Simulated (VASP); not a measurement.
Write the native input for VASP 6.6.1 that does the following.

```yaml
Task: relaxation of cell and atoms
Functional: PBE
Potentials_or_basis: VASP PAW PBE potentials, release 64 (Sm_3, Hf_pv, W_sv), 4f in core
Cutoff: 500 eV
k_mesh: 4 × 4 × 4
Occupations: gaussian, width 0.1 eV
Spin: no spin polarisation
Dipole_correction: no
Further_INCAR_settings: ALGO = Normal; EDIFF = 1e-07; IBRION = 2; EDIFFG = -0.04; NSW = 90; ISIF = 3
```

The structure of SmHfW lies in POSCAR:

```
SmHfW
1.0
    3.7944593900      0.0000000000      0.0000000000
    0.0000000000      3.7944593900      0.0000000000
    0.0000000000      0.0000000000      4.0020005600
Sm Hf W
1 1 1
Direct
    0.0000000000      0.0000000000      0.0000000000
    0.5000000000      0.5000000000      0.0000000000
    0.5000000000      0.5000000000      0.5000000000
```

The cell was generated, and may not be a known phase.

One way to write it, as run:

INCAR

```
ALGO = Normal ; EDIFF = 1E-7
EDIFFG = -0.04 ; ENCUT = 500
GGA = PE ; GGA_COMPAT = False
IBRION = 2 ; ISIF = 3
ISMEAR = 0 ; LASPH = True
LCHARG = False ; LMAXMIX = 6
LREAL = False ; LWAVE = False
NELM = 200 ; NELMIN = 4
NSW = 90 ; PREC = Accurate
SIGMA = 0.1
```

KPOINTS

```
k-points
0
Gamma
  4 4 4
```

Potentials or basis: VASP PAW PBE potentials, release 64 (Sm_3, Hf_pv, W_sv), 4f in core.

The run is started by

```sh
$ cat potpaw_PBE.64/Sm_3/POTCAR potpaw_PBE.64/Hf_pv/POTCAR potpaw_PBE.64/W_sv/POTCAR > POTCAR
$ mpirun -np 1 vasp_std > vasp.out
```

Results of the run:

```json
{"Relaxed volume": "28.91 Å³/atom", "Relaxed cell": "a = 4.222 Å, b = 4.222 Å, c = 4.867 Å, α = 90.00°, β = 90.00°, γ = 90.00°", "Space group after relaxing (to 0.1 Å)": "P4/mmm (No. 123)", "Pressure after relaxing": "0.1 GPa", "Band gap on the k mesh": "zero (an odd number of electrons rules out a gap without spin polarisation)"}
```

Caveat: the k points lie up to 0.37 Å⁻¹ apart in the final cell, too coarse for converged energies and pressures of a metal; the volume moved by over 15 % at a fixed basis, so the end points are rough; spin-orbit coupling is left out, which moves the levels of the heavy elements; the 4f electrons are frozen in the core, so they carry no moment and show no levels.

Run time: 2.2 min on 1 thread of Intel(R) Xeon(R) 6975P-C (Granite Rapids), on a shared host, peak memory 0.18 GiB.
